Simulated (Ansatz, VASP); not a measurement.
**Rb in VASP and in Ansatz**

File INCAR:

```
SYSTEM = Rb
ALGO = Fast
EDIFF = 1E-6
ENCUT = 520
GGA = CA
ISIF = 2
ISMEAR = 0
LASPH = .True.
LCHARG = .False.
LREAL = .False.
LWAVE = .False.
NBANDS = 10
NELM = 80
PREC = Accurate
SIGMA = 0.15
```

Contents of KPOINTS:

```
k-points
0
Gamma
  14 14 14
  0 0 0
```

POSCAR

```
Rb
1.0
   -2.6268590838      2.6268590838      3.2869887716
    2.6268590838     -2.6268590838      3.2869887716
    2.6268590838      2.6268590838     -3.2869887716
Rb
1
Direct
    0.0000000000      0.0000000000      0.0000000000
```

Input for Ansatz:

```yaml
crystal:
  lattice:
    - [-2.6268590838, 2.6268590838, 3.2869887716]
    - [2.6268590838, -2.6268590838, 3.2869887716]
    - [2.6268590838, 2.6268590838, -3.2869887716]
  atoms:
    - { symbol: Rb, position: [0.0, 0.0, 0.0] }
basis:
  ecutwfc: 420
kpoints:
  mp_grid: { grid: [14, 14, 14] }
hamiltonian:
  xc: lda
scf:
  occupations: { method: gaussian, width: 0.15 }
output:
  forces: true
  stress: true
  eigenvalues: true
```

Alike in both runs: task single point; functional LDA; k mesh 14 × 14 × 14; occupations gaussian, width 0.15 eV; no spin polarisation.

|  | VASP | Ansatz |
| --- | --- | --- |
| version | VASP 6.6.1 | Ansatz 0.2.0 |
| potentials or method | VASP PAW LDA potentials, release 64 (Rb_sv), cutoff 520 eV | scalar-relativistic, plane waves, PAW |
| valence electrons in the cell | 9 | 9 |

```csv
,VASP,Ansatz,Ansatz less VASP
gap on the k mesh at the Fermi level (eV),none,none,-
pressure (GPa),-0.4,-0.4,0.00
```

LDA's correlation is that of Perdew and Zunger in VASP and of Perdew and Wang (1992) in Ansatz. A gap of «none» marks a metal or a gap that the smearing closes.
